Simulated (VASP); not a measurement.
A run of VASP 6.6.1 is set up as follows.

File POSCAR:

```
MgO2
1.0
   -2.2284647906      2.2284647906      2.7539501719
    2.2284647906     -2.2284647906      2.7539501719
    2.2284647906      2.2284647906     -2.7539501719
Mg O
2 4
Direct
    0.2500000000      0.2500000000      0.0000000000
    0.7500000000      0.7500000000      0.0000000000
    0.1187378012      0.6187378012      0.7374756024
    0.6187378012      0.8812621988      0.5000000000
    0.8812621988      0.3812621988      0.2625243976
    0.3812621988      0.1187378012      0.5000000000
```

The input INCAR.step1:

```
SYSTEM = MgO2
ALGO = Normal
EDIFF = 1E-4
ENCUT = 520
GGA = PE
ISMEAR = 0
LASPH = .True.
LCHARG = .False.
LREAL = .False.
LWAVE = .True.
NBANDS = 23
NELM = 60
PREC = Accurate
SIGMA = 0.02
```

INCAR.step2

```
SYSTEM = MgO2
ALGO = Normal
EDIFF = 1E-7
ENCUT = 520
ISIF = 2
ISMEAR = 0
ISTART = 1
LASPH = .True.
LCHARG = .False.
LMIXTAU = .True.
LREAL = .False.
LWAVE = .False.
METAGGA = R2SCAN
NBANDS = 23
NELM = 60
PREC = Accurate
SIGMA = 0.02
```

Contents of KPOINTS:

```
k-points
0
Gamma
  8 8 8
  0 0 0
```

Potentials or basis: VASP PAW PBE potentials, release 64 (Mg, O).

Launch:

```console
$ cat potpaw_PBE.64/Mg/POTCAR potpaw_PBE.64/O/POTCAR > POTCAR
$ cp INCAR.step1 INCAR
$ mpirun -np 1 vasp_std > vasp.out
$ cp INCAR.step2 INCAR
$ mpirun -np 1 vasp_std > vasp.out
```

(1) Predict the largest force.

(2) Predict the band gap on the k mesh.

(3) What does it give for the pressure?

## Answers

(1) 0.261 eV/Å.

(2) 3.36 eV (least direct gap 4.26 eV).

(3) -8.5 GPa.

Caveat: the cell stands under tension; the PAW data sets were made with another functional, which shifts forces and pressure a little.
